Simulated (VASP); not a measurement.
The system is Sn2GeP2.

```xyz
5
Lattice="-2.8893 2.8893 3.9685 2.8893 -2.8893 3.9685 2.8893 2.8893 -3.9685" Properties=species:S:1:pos:R:3 pbc="T T T"
Sn    0.0000    0.0000    6.6922
Sn    0.0000    0.0000    1.2449
Ge    0.0000    2.8893    1.9843
P     2.8893    0.0000    0.9350
P     2.8893    0.0000    3.0336
```

The cell was built from a structure type or drawn by symmetry, and may not be a known phase.

* Program: VASP 6.6.1
* Task: relaxation of cell and atoms
* Functional: PBE
* Potentials or basis: VASP PAW PBE potentials, release 64 (Sn_d, Ge_d, P)
* Cutoff: 600 eV
* k mesh: 4 × 4 × 4
* Occupations: gaussian, width 0.1 eV
* Spin: no spin polarisation

At the start: pressure 1.7 GPa; volume 26.50 Å³/atom.

How do energy, volume and symmetry change on relaxing?

Over 30 steps the energy falls by 296.0 meV/atom and the volume is 23.21 Å³/atom (-12.4 %); space group I-4m2 (No. 119, to 0.1 Å) before, I4/mmm (No. 139, to 0.1 Å).

Step by step:
```csv
step,energy change (eV),largest force (eV/Å),pressure (GPa),volume (Å³)
1,0.0000,4.5442,1.71,132.51
2,-0.7717,0.6934,-4.69,137.55
3,-0.7977,0.5185,-3.81,136.23
4,-0.9902,0.6352,-0.20,125.09
5,-0.9912,0.7341,0.06,124.34
6,-1.0450,0.5089,0.19,121.80
7,-1.0924,0.2600,0.85,117.21
8,-1.1627,0.2450,-0.46,118.34
9,-1.2441,0.2622,-2.07,120.38
10,-1.2412,0.7868,-3.08,123.96
11,-1.2765,0.3824,-2.50,121.44
12,-1.2866,0.6111,-3.09,123.21
13,-1.2921,0.4434,-2.82,122.15
14,-1.3200,0.4740,-2.57,121.57
15,-1.3447,0.5671,-2.00,120.55
16,-1.3453,0.5901,-1.88,120.36
17,-1.3640,0.5487,-1.52,119.45
18,-1.4028,0.3949,-0.32,116.74
19,-1.3878,0.3033,2.69,111.44
20,-1.4126,0.3257,0.70,114.72
21,-1.4215,0.2996,0.59,115.04
22,-1.4401,0.2325,0.16,116.01
23,-1.4431,0.2380,-0.41,117.96
24,-1.4472,0.1648,-0.25,117.15
25,-1.4550,0.1708,-0.04,116.97
26,-1.4577,0.2189,0.14,116.77
27,-1.4662,0.1450,-0.06,117.01
28,-1.4750,0.0603,-0.49,117.51
29,-1.4797,0.0318,0.20,115.78
30,-1.4799,0.0374,0.07,116.06
```

Final structure:
```yaml
crystal:
  lattice:
    - [-2.81938, 2.81938, 3.65028]
    - [2.81938, -2.81938, 3.65028]
    - [2.81938, 2.81938, -3.65028]
  atoms:
    - { symbol: Sn, position: [0.75391, 0.75391, 0.00000] }
    - { symbol: Sn, position: [0.24609, 0.24609, 0.00000] }
    - { symbol: Ge, position: [0.75000, 0.25000, 0.50000] }
    - { symbol: P, position: [0.09290, 0.59290, 0.50000] }
    - { symbol: P, position: [0.40710, 0.90710, 0.50000] }
```
